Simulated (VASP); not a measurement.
# Al (Fm-3m) in VASP: a series of runs

Al is run at these levels: PBEsol; tasks: single point, relaxation of volume and atoms at fixed shape.

Everything below comes from runs of VASP 6.6.1. Logs are shortened: lines on timing, memory, paths and dates and some standing lists are left out, and cuts for length are marked.

## Step 1: The cell of the first run

Symmetry: Fm-3m, No. 225, cubic system. Conventional cell: a = 4.015 Å, b = 4.015 Å, c = 4.015 Å, α = 90.00°, β = 90.00°, γ = 90.00°. Al (site symmetry m-3m) has 12 Al at 2.84 Å within 3.7 Å.

## Step 2: Single point, PBEsol

INCAR

```
PREC = Accurate
ENCUT = 520
EDIFF = 1E-6
ISMEAR = 1
SIGMA = 0.1
LREAL = F
LASPH = T
NELM = 100
ALGO = Normal
ISIF = 2
LWAVE = F
LCHARG = F
GGA = PS
NBANDS = 8
```

KPOINTS

```
Automatic mesh
0
Gamma
  20 20 20
```

POSCAR

```
Al
1.0
    0.0000000000      2.0073777722      2.0073777722
    2.0073777722      0.0000000000      2.0073777722
    2.0073777722      2.0073777722      0.0000000000
Al
1
Direct
    0.0000000000      0.0000000000      0.0000000000
```

Potentials or basis: VASP PAW PBE potentials, release 64 (Al).

Started as:

```console
> cat potpaw_PBE.64/Al/POTCAR > POTCAR
> mpirun -np 1 vasp_std > vasp.out
```

OUTCAR:

```text
PREC = Accurate
   ENCUT = 520
   EDIFF = 1E-6
   ISMEAR = 1
   LREAL = F
   LASPH = T
   NELM = 100
   ISIF = 2
   GGA = PS

 ion  position               nearest neighbor table
   1  0.000  0.000  0.000-

  LATTYP: Found a face centered cubic cell.
 ALAT       =     4.0147555444

  Lattice vectors:

 A1 = (   0.0000000000,   2.0073777722,   2.0073777722)
 A2 = (   2.0073777722,   0.0000000000,   2.0073777722)
 A3 = (   2.0073777722,   2.0073777722,   0.0000000000)

Analysis of symmetry for initial positions (statically):
=====================================================================
 Subroutine PRICEL returns:
 Original cell was already a primitive cell.

 Routine SETGRP: Setting up the symmetry group for a
 face centered cubic supercell.

 Subroutine GETGRP returns: Found 48 space group operations
 (whereof 48 operations were pure point group operations)
 out of a pool of 48 trial point group operations.

The static configuration has the point symmetry O_h .

Analysis of symmetry for dynamics (positions and initial velocities):
=====================================================================
 Subroutine PRICEL returns:
 Original cell was already a primitive cell.

 Routine SETGRP: Setting up the symmetry group for a
 face centered cubic supercell.

 Subroutine GETGRP returns: Found 48 space group operations
 (whereof 48 operations were pure point group operations)
 out of a pool of 48 trial point group operations.

The dynamic configuration has the point symmetry O_h .

 Subroutine INISYM returns: Found 48 space group operations
 (whereof 48 operations are pure point group operations),
 and found     1 'primitive' translations

----------------------------------------------------------------------------------------

                                     Primitive cell

  volume of cell :      16.1777

  direct lattice vectors                    reciprocal lattice vectors
     0.000000000  2.007377772  2.007377772    -0.249081168  0.249081168  0.249081168
     2.007377772  0.000000000  2.007377772     0.249081168 -0.249081168  0.249081168
     2.007377772  2.007377772  0.000000000     0.249081168  0.249081168 -0.249081168

  length of vectors
     2.838860870  2.838860870  2.838860870     0.431421238  0.431421238  0.431421238

  position of ions in fractional coordinates (direct lattice)
     0.000000000  0.000000000  0.000000000

  ion indices of the primitive-cell ions
   primitive index   ion index
                 1           1

----------------------------------------------------------------------------------------

 KPOINTS: Automatic mesh

Automatic generation of k-mesh.
 Grid dimensions read from file:
 generate k-points for:   20   20   20

 Generating k-lattice:

  Cartesian coordinates                     Fractional coordinates (reciprocal lattice)
    -0.012454058  0.012454058  0.012454058     0.050000000  0.000000000  0.000000000
     0.012454058 -0.012454058  0.012454058     0.000000000  0.050000000  0.000000000
     0.012454058  0.012454058 -0.012454058     0.000000000  0.000000000  0.050000000

  Length of vectors
     0.021571062  0.021571062  0.021571062

  Shift w.r.t. Gamma in fractional coordinates (k-lattice)
     0.000000000  0.000000000  0.000000000

 Subroutine IBZKPT returns following result:
 ===========================================

 Found    256 irreducible k-points:

 Following reciprocal coordinates:
            Coordinates               Weight
  0.000000  0.000000  0.000000      1.000000
  0.050000  0.000000  0.000000      8.000000
  0.100000  0.000000  0.000000      8.000000
  0.150000  0.000000  0.000000      8.000000
  0.200000  0.000000  0.000000      8.000000
  0.250000  0.000000  0.000000      8.000000
[... 16 lines left out ...]
 -0.400000  0.050000  0.000000     24.000000
 -0.350000  0.050000  0.000000     24.000000
 [... further k-points ...]
   k-points           NKPTS =    256   k-points in BZ     NKDIM =    256   number of bands    NBANDS=      8
   number of dos      NEDOS =    301   number of ions     NIONS =      1
   total plane-waves  NPLWV =  13824
   dimension x,y,z NGX =    24 NGY =   24 NGZ =   24
   dimension x,y,z NGXF=    48 NGYF=   48 NGZF=   48
   ions per type =               1
   NGX,Y,Z   is equivalent  to a cutoff of  14.05, 14.05, 14.05 a.u.
   NGXF,Y,Z  is equivalent  to a cutoff of  28.11, 28.11, 28.11 a.u.
 SYSTEM =  unknown system
   PREC   = accura    normal or accurate (medium, high low for compatibility)
   ISTART =      0    job   : 0-new  1-cont  2-samecut
   ICHARG =      2    charge: 1-file 2-atom 10-const
   ISPIN  =      1    spin polarized calculation?
   LNONCOLLINEAR =      F non collinear calculations
   LSORBIT =      F    spin-orbit coupling
   LASPH  =      T    aspherical Exc in radial PAW
   ENCUT  =  520.0 eV  38.22 Ry    6.18 a.u.   5.28  5.28  5.28*2*pi/ulx,y,z
   NELM   =    100;   NELMIN=  2; NELMDL= -5     # of ELM steps
   EDIFF  = 0.1E-05   stopping-criterion for ELM
   LREAL  =      F    real-space projection
   EDIFFG = 0.1E-04   stopping-criterion for IOM
   NSW    =      0    number of steps for IOM
   IBRION =     -1    ionic relax: 0-MD 1-quasi-New 2-CG
   NFREE  =      0    steps in history (QN), initial steepest desc. (CG)
   ISIF   =      2    stress and relaxation
   ISYM   =      2    0-nonsym 1-usesym 2-fastsym
   POTIM  = 0.5000    time-step for ionic-motion
   TEBEG  =    0.0;   TEEND  =   0.0 temperature during run
   PSTRESS=    0.0 pullay stress
   NELECT =       3.0000    total number of electrons
   NUPDOWN=      -1.0000    fix difference up-down
   EMIN   =  10.00;   EMAX   =-10.00  energy-range for DOS
   EFERMI =   0.00;   METHOD = LEGACY
   ISMEAR =     1;   SIGMA  =   0.10  broadening in eV -4-tet -1-fermi 0-gaus
   EFERMI_NEDOS =   21; number of points for ismear=-14 and -15
   IALGO  =     38    algorithm
   IMIX   =      4    mixing-type and parameters
     AMIX     =   0.40;   BMIX     =  1.00
     AMIX_MAG =   1.60;   BMIX_MAG =  1.00
  volume/ion in A,a.u.               =      16.18       109.17
  Fermi-wavevector in a.u.,A,eV,Ry     =   0.933561  1.764175 11.857975  0.871537
  Thomas-Fermi vector in A             =   2.060276
   LORBIT       =      0    0 simple, 1 ext, 2 COOP (PROOUT), +10 PAW based schemes
   GGA     = PS    functional components
   LHFCALC =     F    Hartree Fock is set to
   AEXX    =    0.0000 exact exchange contribution
   IVDW    =     0    specifies the selected vdW correction
   LEPSILON=     F    determine dielectric tensor
   LRPA    =     F    only Hartree local field effects (RPA)
 non-spin polarized calculation
 Methfessel and Paxton  Order N= 1 SIGMA  =   0.10
  energy-cutoff  :      520.00
  volume of cell :       16.18
 maximum number of plane-waves:       448
 NGX is ok and might be reduce to    24
   NGX = 11   NGY = 11   NGZ = 11

 number of electron       3.0000000 magnetization

 Free energy of the ion-electron system (eV)
  ---------------------------------------------------
  ext. energy  EPLUGINS =         0.00000000
  ---------------------------------------------------
  free energy    TOTEN  =        -4.09144607 eV

  energy without entropy =       -4.09123900  energy(sigma->0) =       -4.09137705

 E-fermi :   8.2208     XC(G=0): -10.3292

 val. band max:        8.2144571444   @ k =  -0.3500   0.3500   0.0000
 cond. band min:       8.2238156592   @ k =  -0.4500   0.4000   0.0500
 fundamental gap:      0.0093585149
 Fermi energy:         8.2208430020

 k-point     1 :       0.0000    0.0000    0.0000
  band No.  band energies     occupation
      1      -3.1104      2.00000
      2      20.8603      0.00000
      3      20.8603      0.00000
      4      20.8603      0.00000
      5      22.5022      0.00000
      6      22.5022      0.00000
      7      22.5022      0.00000
      8      24.7837      0.00000

 k-point     2 :       0.0500    0.0000    0.0000
  band No.  band energies     occupation
      1      -3.0415      2.00000
      2      19.5713      0.00000
      3      20.6138      0.00000
      4      20.6138      0.00000
      5      22.8568      0.00000
      6      22.8568      0.00000
      7      23.0114      0.00000
      8      25.5148      0.00000

 k-point     3 :       0.1000    0.0000    0.0000
  band No.  band energies     occupation
      1      -2.8352      2.00000
      2      17.5764      0.00000
      3      20.1672      0.00000
      4      20.1672      0.00000
      5      23.1197      0.00000
      6      23.6116      0.00000
      7      23.6116      0.00000
      8      26.4366      0.00000

 k-point     4 :       0.1500    0.0000    0.0000
  band No.  band energies     occupation
      1      -2.4920      2.00000
      2      15.5357      0.00000
      3      19.7490      0.00000
      4      19.7490      0.00000
      5      22.9870      0.00000
      6      24.3602      0.00000
      7      24.3602      0.00000
      8      25.6091      0.00000

 k-point     5 :       0.2000    0.0000    0.0000
  band No.  band energies     occupation
      1      -2.0130      2.00000
      2      13.5430      0.00000
      3      19.4169      0.00000
      4      19.4169      0.00000
      5      22.8183      0.00000
      6      23.9839      0.00000
      7      23.9839      0.00000
      8      26.0608      0.00000
[... 177 lines left out ...]
 k-point    22 :      -0.4500    0.0500    0.0000
  band No.  band energies     occupation
      1       2.8161      2.00000
      2       4.5904      2.00000
      3      17.9901      0.00000
      4      19.0115      0.00000
      5      20.3937      0.00000
      6      20.5902      0.00000
      7      23.7904      0.00000
      8      24.6329      0.00000

 k-point    23 :      -0.4000    0.0500    0.0000
  band No.  band energies     occupation
      1       1.6497      2.00000
      2       6.0373      2.00000
      3      17.7289      0.00000
      4      19.5410      0.00000
      5      20.3305      0.00000
      6      20.9320      0.00000
      7      23.4733      0.00000
      8      25.2063      0.00000

 k-point    24 :      -0.3500    0.0500    0.0000
  band No.  band energies     occupation
      1       0.6037      2.00000
      2       7.6034      2.00000
      3      17.5854      0.00000
      4      20.1689      0.00000
      5      20.2008      0.00000
      6      21.5813      0.00000
      7      23.2739      0.00000
      8      25.8762      0.00000

 [... further k-points ...]

------------------------ aborting loop because EDIFF is reached ----------------------------------------

  FORCE on cell =-STRESS in cart. coord.  units (eV):
  Direction    XX          YY          ZZ          XY          YZ          ZX
  --------------------------------------------------------------------------------------
  -------------------------------------------------------------------------------------
  Total        0.0027365      0.0027365      0.0027365     -0.0000000      0.0000000      0.0000000
  in kB        0.2710162      0.2710162      0.2710162     -0.0000000      0.0000000      0.0000000
  external PRESSURE =       0.2710162 kB  Pullay stress =       0.0000000 kB

 VOLUME and BASIS-vectors are now :
 -----------------------------------------------------------------------------
  energy-cutoff  :      520.00
  volume of cell :       16.18
      direct lattice vectors                 reciprocal lattice vectors
     0.000000000  2.007377772  2.007377772    -0.249081168  0.249081168  0.249081168
     2.007377772  0.000000000  2.007377772     0.249081168 -0.249081168  0.249081168
     2.007377772  2.007377772  0.000000000     0.249081168  0.249081168 -0.249081168

 POSITION                                       TOTAL-FORCE (eV/Angst)
 -----------------------------------------------------------------------------------
      0.00000      0.00000      0.00000         0.000000      0.000000      0.000000
 -----------------------------------------------------------------------------------
    total drift:                                0.000000     -0.000000      0.000000

  FREE ENERGIE OF THE ION-ELECTRON SYSTEM (eV)
  ---------------------------------------------------
  free  energy   TOTEN  =        -4.0914460720 eV

  energy  without entropy=       -4.0912389985  energy(sigma->0) =       -4.09137705
```

Wall time 19 s (1 thread of Intel Xeon Platinum 8259CL at 2.50GHz (Skylake/Cascade Lake), shared host); peak memory 0.15 GiB.

What came out:

| Item | Value |
| --- | --- |
| Free energy | -4.0914 eV |
| Pressure | 0.0 GPa |
| Band gap on the k mesh | zero (an odd number of electrons rules out a gap without spin polarisation) |

Levels at points of the mesh, in eV from the Fermi level:
| k point | band 1 | band 2 | band 3 | band 4 |
| --- | --- | --- | --- | --- |
| (0.00, 0.00, 0.00) | -11.33 | 12.64 | 12.64 | 12.64 |
| (0.50, 0.00, 0.00) | -4.74 | -4.47 | 11.46 | 11.46 |
| (0.50, 0.50, 0.00) | -3.03 | -1.68 | 5.19 | 5.61 |

Caveat: the PAW data sets were made with another functional, which shifts forces and pressure a little.

## Step 3: Relaxation of volume and atoms at fixed shape, PBEsol

This run uses another cell than the first one, of 16.60 Å³/atom.

INCAR

```
  ALGO = Normal
  EDIFF = 1E-7
  EDIFFG = -0.02
  ENCUT = 600
  GGA = PS
  IBRION = 2
  ISIF = 8
  ISMEAR = 1
  LASPH = True
  LCHARG = False
  LREAL = False
  LWAVE = False
  NELM = 80
  NSW = 60
  PREC = Accurate
  SIGMA = 0.1
```

KPOINTS

```
k-points
0
Gamma
  20 20 20
```

POSCAR

```
Al
1.0
    0.0000000000      2.0248050000      2.0248050000
    2.0248050000      0.0000000000      2.0248050000
    2.0248050000      2.0248050000      0.0000000000
Al
1
Direct
    0.0000000000      0.0000000000      0.0000000000
```

Potentials or basis: VASP PAW PBE potentials, release 64 (Al).

Started as:

```console
> cat potpaw_PBE.64/Al/POTCAR > POTCAR
> mpirun -np 1 vasp_std > vasp.out
```

It took 20 s on 1 thread of Intel Xeon Platinum 8259CL at 2.50GHz (Skylake/Cascade Lake), shared host; peak memory 0.15 GiB.

It converged, with:

- Free energy: -4.0915 eV
- Relaxed volume: 16.18 Å³/atom
- Relaxed cell: a = 2.839 Å, b = 2.839 Å, c = 2.839 Å, α = 60.00°, β = 60.00°, γ = 60.00°
- Space group after relaxing (to 0.1 Å): Fm-3m (No. 225)
- Energy gained by relaxing: 2.6 meV/atom
- Ionic steps: 3
- Pressure after relaxing: 0.0 GPa
- Band gap on the k mesh: zero (an odd number of electrons rules out a gap without spin polarisation)

The path:
```csv
step,energy change (eV),largest force (eV/Å),pressure (GPa),volume (Å³)
1,0.0000,0.0000,-1.96,16.60
2,-0.0026,0.0000,0.32,16.12
3,-0.0026,0.0000,0.00,16.18
```

Final structure:
```cif
data_structure
_symmetry_space_group_name_H-M 'P 1'
_symmetry_Int_Tables_number 1
_cell_length_a 2.8392
_cell_length_b 2.8392
_cell_length_c 2.8392
_cell_angle_alpha 60.000
_cell_angle_beta 60.000
_cell_angle_gamma 60.000
_cell_volume 16.18
loop_
_atom_site_label
_atom_site_type_symbol
_atom_site_fract_x
_atom_site_fract_y
_atom_site_fract_z
_atom_site_occupancy
Al1 Al 0.00000 0.00000 0.00000 1
```

Levels at points of the mesh, in eV from the Fermi level:
```csv
k point,band 1,band 2,band 3,band 4,band 5
"(0.00, 0.00, 0.00)",-11.33,12.64,12.64,12.64,14.28
"(0.50, 0.00, 0.00)",-4.74,-4.47,11.46,11.46,11.54
"(0.50, 0.50, 0.00)",-3.03,-1.68,5.19,5.61,5.61
```

Caveat: the PAW data sets were made with another functional, which shifts forces and pressure a little.
